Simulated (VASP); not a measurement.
# K (P6/mmm) in VASP: further runs

The runs below take K through single point, with PBE.

Program: VASP 6.6.1. These are calculated values, not measurements. Logs are shortened: lines on timing, memory, paths and dates and some standing lists are left out, and cuts for length are marked.

### Step 1. The cell of the first run

The structure is hexagonal, space group P6/mmm (No. 191). Conventional cell: a = 7.700 Å, b = 7.700 Å, c = 4.606 Å, α = 90.00°, β = 90.00°, γ = 120.00°. Within 5.8 Å of K (site symmetry -6m2) lie 11 K at 4.45 to 5.01 Å.

This isn't the form of K at room conditions, which is bcc.

### Step 2. Single point, PBE (78.83 Å³/atom)

Contents of INCAR:

```
SYSTEM = K
PREC     = Accurate       ! precision mode
ENCUT    = 520            ! plane-wave cutoff, eV
EDIFF    = 1E-6           ! SCF threshold, eV
ISMEAR   = 0              ! smearing method
SIGMA    = 0.1            ! smearing width, eV
LREAL    = .False.        ! projectors in reciprocal space
LASPH    = .True.         ! aspherical terms in the spheres
NELM     = 80             ! most SCF steps
ALGO     = Fast           ! electronic algorithm
ISIF     = 2              ! what is computed and relaxed
LWAVE    = .False.        ! write WAVECAR
LCHARG   = .False.        ! write CHGCAR
GGA      = PE             ! functional
NBANDS   = 20             ! bands
```

Contents of KPOINTS:

```
regular mesh
0
Gamma
  6 6 10
  0 0 0
```

Contents of POSCAR:

```
K
1.0
    7.7003342335      0.0000000000      0.0000000000
   -3.8501671167      6.6686850638      0.0000000000
    0.0000000000      0.0000000000      4.6055805603
K
3
Direct
    0.0000000000      0.0000000000      0.5000000000
    0.3333333333      0.6666666667      0.0000000000
    0.6666666667      0.3333333333      0.0000000000
```

Potentials or basis: VASP PAW PBE potentials, release 64 (K_sv).

Command:

```bash
$ cat potpaw_PBE.64/K_sv/POTCAR > POTCAR
$ mpirun -np 1 vasp_std > vasp.out
```

OUTCAR:

```text
SYSTEM = K
   PREC = Accurate
   ENCUT = 520
   EDIFF = 1E-6
   ISMEAR = 0
   LREAL = .False.
   LASPH = .True.
   NELM = 80
   ISIF = 2
   GGA = PE

 ion  position               nearest neighbor table
   1  0.000  0.000  0.500-
   2  0.333  0.667  0.000-
   3  0.667  0.333  0.000-

  LATTYP: Found a hexagonal cell.
 ALAT       =     7.7003342335
 C/A-ratio  =     0.5981013837

  Lattice vectors:

 A1 = (   7.7003342335,   0.0000000000,   0.0000000000)
 A2 = (  -3.8501671167,   6.6686850638,   0.0000000000)
 A3 = (   0.0000000000,   0.0000000000,   4.6055805603)

Analysis of symmetry for initial positions (statically):
=====================================================================
 Subroutine PRICEL returns:
 Original cell was already a primitive cell.

 Routine SETGRP: Setting up the symmetry group for a
 hexagonal supercell.

 Subroutine GETGRP returns: Found 24 space group operations
 (whereof 24 operations were pure point group operations)
 out of a pool of 24 trial point group operations.

The static configuration has the point symmetry D_6h.

Analysis of symmetry for dynamics (positions and initial velocities):
=====================================================================
 Subroutine PRICEL returns:
 Original cell was already a primitive cell.

 Routine SETGRP: Setting up the symmetry group for a
 hexagonal supercell.

 Subroutine GETGRP returns: Found 24 space group operations
 (whereof 24 operations were pure point group operations)
 out of a pool of 24 trial point group operations.

The dynamic configuration has the point symmetry D_6h.

 Subroutine INISYM returns: Found 24 space group operations
 (whereof 24 operations are pure point group operations),
 and found     1 'primitive' translations

----------------------------------------------------------------------------------------

                                     Primitive cell

  volume of cell :     236.5016

  direct lattice vectors                    reciprocal lattice vectors
     7.700334233  0.000000000  0.000000000     0.129864493  0.074977300  0.000000000
    -3.850167117  6.668685064  0.000000000     0.000000000  0.149954600  0.000000000
     0.000000000  0.000000000  4.605580560     0.000000000  0.000000000  0.217127892

  length of vectors
     7.700334233  7.700334233  4.605580560     0.149954600  0.149954600  0.217127892

  position of ions in fractional coordinates (direct lattice)
     0.000000000  0.000000000  0.500000000
     0.333333333  0.666666667  0.000000000
     0.666666667  0.333333333  0.000000000

  ion indices of the primitive-cell ions
   primitive index   ion index
                 1           1
                 2           2
                 3           3

----------------------------------------------------------------------------------------

 KPOINTS: regular mesh

Automatic generation of k-mesh.
 Grid dimensions read from file:
 generate k-points for:    6    6   10

 Generating k-lattice:

  Cartesian coordinates                     Fractional coordinates (reciprocal lattice)
     0.021644082  0.012496217  0.000000000     0.166666667  0.000000000  0.000000000
     0.000000000  0.024992433  0.000000000     0.000000000  0.166666667  0.000000000
     0.000000000  0.000000000  0.021712789     0.000000000  0.000000000  0.100000000

  Length of vectors
     0.024992433  0.024992433  0.021712789

  Shift w.r.t. Gamma in fractional coordinates (k-lattice)
     0.000000000  0.000000000  0.000000000

 Subroutine IBZKPT returns following result:
 ===========================================

 Found     42 irreducible k-points:

 Following reciprocal coordinates:
            Coordinates               Weight
  0.000000  0.000000  0.000000      1.000000
  0.166667 -0.000000  0.000000      6.000000
  0.333333  0.000000  0.000000      6.000000
  0.500000  0.000000  0.000000      3.000000
  0.166667  0.166667  0.000000      6.000000
  0.333333  0.166667  0.000000     12.000000
[... 16 lines left out ...]
  0.166667 -0.000000  0.300000     12.000000
  0.333333  0.000000  0.300000     12.000000
 [... further k-points ...]
   k-points           NKPTS =     42   k-points in BZ     NKDIM =     42   number of bands    NBANDS=     20
   number of dos      NEDOS =    301   number of ions     NIONS =      3
   total plane-waves  NPLWV = 129600
   dimension x,y,z NGX =    60 NGY =   60 NGZ =   36
   dimension x,y,z NGXF=   120 NGYF=  120 NGZF=   72
   ions per type =               3
   NGX,Y,Z   is equivalent  to a cutoff of  12.95, 12.95, 12.99 a.u.
   NGXF,Y,Z  is equivalent  to a cutoff of  25.91, 25.91, 25.99 a.u.
 SYSTEM =  K
   PREC   = accura    normal or accurate (medium, high low for compatibility)
   ISTART =      0    job   : 0-new  1-cont  2-samecut
   ICHARG =      2    charge: 1-file 2-atom 10-const
   ISPIN  =      1    spin polarized calculation?
   LNONCOLLINEAR =      F non collinear calculations
   LSORBIT =      F    spin-orbit coupling
   LASPH  =      T    aspherical Exc in radial PAW
   ENCUT  =  520.0 eV  38.22 Ry    6.18 a.u.  14.32 14.32  8.56*2*pi/ulx,y,z
   NELM   =     80;   NELMIN=  2; NELMDL= -5     # of ELM steps
   EDIFF  = 0.1E-05   stopping-criterion for ELM
   LREAL  =      F    real-space projection
   EDIFFG = 0.1E-04   stopping-criterion for IOM
   NSW    =      0    number of steps for IOM
   IBRION =     -1    ionic relax: 0-MD 1-quasi-New 2-CG
   NFREE  =      0    steps in history (QN), initial steepest desc. (CG)
   ISIF   =      2    stress and relaxation
   ISYM   =      2    0-nonsym 1-usesym 2-fastsym
   POTIM  = 0.5000    time-step for ionic-motion
   TEBEG  =    0.0;   TEEND  =   0.0 temperature during run
   PSTRESS=    0.0 pullay stress
   NELECT =      27.0000    total number of electrons
   NUPDOWN=      -1.0000    fix difference up-down
   EMIN   =  10.00;   EMAX   =-10.00  energy-range for DOS
   EFERMI =   0.00;   METHOD = LEGACY
   ISMEAR =     0;   SIGMA  =   0.10  broadening in eV -4-tet -1-fermi 0-gaus
   EFERMI_NEDOS =   21; number of points for ismear=-14 and -15
   IALGO  =     68    algorithm
   IMIX   =      4    mixing-type and parameters
     AMIX     =   0.40;   BMIX     =  1.00
     AMIX_MAG =   1.60;   BMIX_MAG =  1.00
  volume/ion in A,a.u.               =      78.83       532.00
  Fermi-wavevector in a.u.,A,eV,Ry     =   0.794178  1.500779  8.581456  0.630719
  Thomas-Fermi vector in A             =   1.900259
   LORBIT       =      0    0 simple, 1 ext, 2 COOP (PROOUT), +10 PAW based schemes
   GGA     = PE    functional components
   LHFCALC =     F    Hartree Fock is set to
   AEXX    =    0.0000 exact exchange contribution
   IVDW    =     0    specifies the selected vdW correction
   LEPSILON=     F    determine dielectric tensor
   LRPA    =     F    only Hartree local field effects (RPA)
 non-spin polarized calculation
 RMM-DIIS sequential band-by-band and
 Gauss-broadening in eV      SIGMA  =   0.10
  energy-cutoff  :      520.00
  volume of cell :      236.50
 maximum number of plane-waves:      6401
 NGX is ok and might be reduce to    60
   NGX = 29   NGY = 29   NGZ = 17

 number of electron      27.0000001 magnetization

 Free energy of the ion-electron system (eV)
  ---------------------------------------------------
  ext. energy  EPLUGINS =         0.00000000
  ---------------------------------------------------
  free energy    TOTEN  =        -3.10831679 eV

  energy without entropy =       -3.09573975  energy(sigma->0) =       -3.10202827

 E-fermi :  -0.2677     XC(G=0):  -5.4856

 val. band max:       -0.3017646912   @ k =   0.1667  -0.0000   0.5000
 cond. band min:      -0.2667577042   @ k =   0.1667   0.1667   0.0000
 fundamental gap:      0.0350069870
 Fermi energy:        -0.2676710979

 k-point     1 :       0.0000    0.0000    0.0000
  band No.  band energies     occupation
      1     -32.4773      2.00000
      2     -32.4732      2.00000
      3     -32.3963      2.00000
      4     -15.9772      2.00000
      5     -15.9772      2.00000
      6     -15.9388      2.00000
[... 12 lines left out ...]
     19       1.3380      0.00000
     20       3.3718      0.00000

 k-point     2 :       0.1667   -0.0000    0.0000
  band No.  band energies     occupation
      1     -32.4770      2.00000
      2     -32.4735      2.00000
      3     -32.3963      2.00000
      4     -15.9786      2.00000
      5     -15.9757      2.00000
      6     -15.9396      2.00000
[... 12 lines left out ...]
     19       1.9766      0.00000
     20       3.4302      0.00000

 k-point     3 :       0.3333    0.0000    0.0000
  band No.  band energies     occupation
      1     -32.4764      2.00000
      2     -32.4741      2.00000
      3     -32.3964      2.00000
      4     -15.9812      2.00000
      5     -15.9710      2.00000
      6     -15.9435      2.00000
[... 12 lines left out ...]
     19       2.6855      0.00000
     20       3.1990      0.00000

 k-point     4 :       0.5000    0.0000    0.0000
  band No.  band energies     occupation
      1     -32.4759      2.00000
      2     -32.4746      2.00000
      3     -32.3964      2.00000
      4     -15.9824      2.00000
      5     -15.9669      2.00000
      6     -15.9475      2.00000
[... 12 lines left out ...]
     19       2.7677      0.00000
     20       2.9375      0.00000

 k-point     5 :       0.1667    0.1667    0.0000
  band No.  band energies     occupation
      1     -32.4766      2.00000
      2     -32.4739      2.00000
      3     -32.3964      2.00000
      4     -15.9804      2.00000
      5     -15.9725      2.00000
      6     -15.9426      2.00000
[... 12 lines left out ...]
     19       2.5085      0.00000
     20       3.2611      0.00000

 k-point     6 :       0.3333    0.1667    0.0000
  band No.  band energies     occupation
      1     -32.4759      2.00000
      2     -32.4746      2.00000
      3     -32.3964      2.00000
      4     -15.9819      2.00000
      5     -15.9665      2.00000
      6     -15.9491      2.00000
[... 12 lines left out ...]
     19       2.7847      0.00000
     20       3.0021      0.00000

 k-point     7 :       0.3333    0.3333    0.0000
  band No.  band energies     occupation
      1     -32.4753      2.00000
      2     -32.4753      2.00000
      3     -32.3964      2.00000
      4     -15.9820      2.00000
      5     -15.9584      2.00000
      6     -15.9584      2.00000
[... 12 lines left out ...]
     19       3.0619      0.00000
     20       3.1283      0.00000
[... 277 lines left out ...]
 k-point    20 :       0.3333    0.1667    0.2000
  band No.  band energies     occupation
      1     -32.4754      2.00000
      2     -32.4740      2.00000
      3     -32.3958      2.00000
      4     -15.9801      2.00000
      5     -15.9646      2.00000
      6     -15.9489      2.00000
[... 12 lines left out ...]
     19       2.5821      0.00000
     20       2.8123      0.00000

 k-point    21 :       0.3333    0.3333    0.2000
  band No.  band energies     occupation
      1     -32.4747      2.00000
      2     -32.4747      2.00000
      3     -32.3958      2.00000
      4     -15.9807      2.00000
      5     -15.9565      2.00000
      6     -15.9565      2.00000
[... 12 lines left out ...]
     19       2.6151      0.00000
     20       2.6488      0.00000

 k-point    22 :       0.0000    0.0000    0.3000
  band No.  band energies     occupation
      1     -32.4762      2.00000
      2     -32.4722      2.00000
      3     -32.3953      2.00000
      4     -15.9741      2.00000
      5     -15.9741      2.00000
      6     -15.9643      2.00000
[... 12 lines left out ...]
     19       2.2131      0.00000
     20       2.5704      0.00000

 k-point    23 :       0.1667   -0.0000    0.3000
  band No.  band energies     occupation
      1     -32.4760      2.00000
      2     -32.4724      2.00000
      3     -32.3953      2.00000
      4     -15.9751      2.00000
      5     -15.9723      2.00000
      6     -15.9639      2.00000
[... 12 lines left out ...]
     19       2.5752      0.00000
     20       2.7949      0.00000

 k-point    24 :       0.3333    0.0000    0.3000
  band No.  band energies     occupation
      1     -32.4753      2.00000
      2     -32.4730      2.00000
      3     -32.3953      2.00000
      4     -15.9770      2.00000
      5     -15.9680      2.00000
      6     -15.9628      2.00000
[... 12 lines left out ...]
     19       2.2308      0.00000
     20       2.8577      0.00000

 [... further k-points ...]

------------------------ aborting loop because EDIFF is reached ----------------------------------------

  FORCE on cell =-STRESS in cart. coord.  units (eV):
  Direction    XX          YY          ZZ          XY          YZ          ZX
  --------------------------------------------------------------------------------------
  -------------------------------------------------------------------------------------
  Total       -0.2996639     -0.2996639     -0.2710858     -0.0000000      0.0000000      0.0000000
  in kB       -2.0300693     -2.0300693     -1.8364670     -0.0000000      0.0000000      0.0000000
  external PRESSURE =      -1.9655352 kB  Pullay stress =       0.0000000 kB

 VOLUME and BASIS-vectors are now :
 -----------------------------------------------------------------------------
  energy-cutoff  :      520.00
  volume of cell :      236.50
      direct lattice vectors                 reciprocal lattice vectors
     7.700334233  0.000000000  0.000000000     0.129864493  0.074977300  0.000000000
    -3.850167117  6.668685064  0.000000000     0.000000000  0.149954600  0.000000000
     0.000000000  0.000000000  4.605580560     0.000000000  0.000000000  0.217127892

 POSITION                                       TOTAL-FORCE (eV/Angst)
 -----------------------------------------------------------------------------------
      0.00000      0.00000      2.30279        -0.000000      0.000000      0.000000
     -0.00000      4.44579      0.00000         0.000000      0.000000     -0.000000
      3.85017      2.22290      0.00000         0.000000      0.000000      0.000000
 -----------------------------------------------------------------------------------
    total drift:                                0.000000      0.000000     -0.000000

  FREE ENERGIE OF THE ION-ELECTRON SYSTEM (eV)
  ---------------------------------------------------
  free  energy   TOTEN  =        -3.1083167912 eV

  energy  without entropy=       -3.0957397503  energy(sigma->0) =       -3.10202827
```

Run time: 3.6 min. Hardware: 1 thread of Intel Xeon Platinum 8375C at 2.90GHz (Ice Lake), shared host; peak memory 0.41 GiB.

What came out:

- Free energy: -3.1083 eV
- Pressure: -0.2 GPa
- Band gap on the k mesh: zero (an odd number of electrons rules out a gap without spin polarisation)

[end of part 1 of 2]
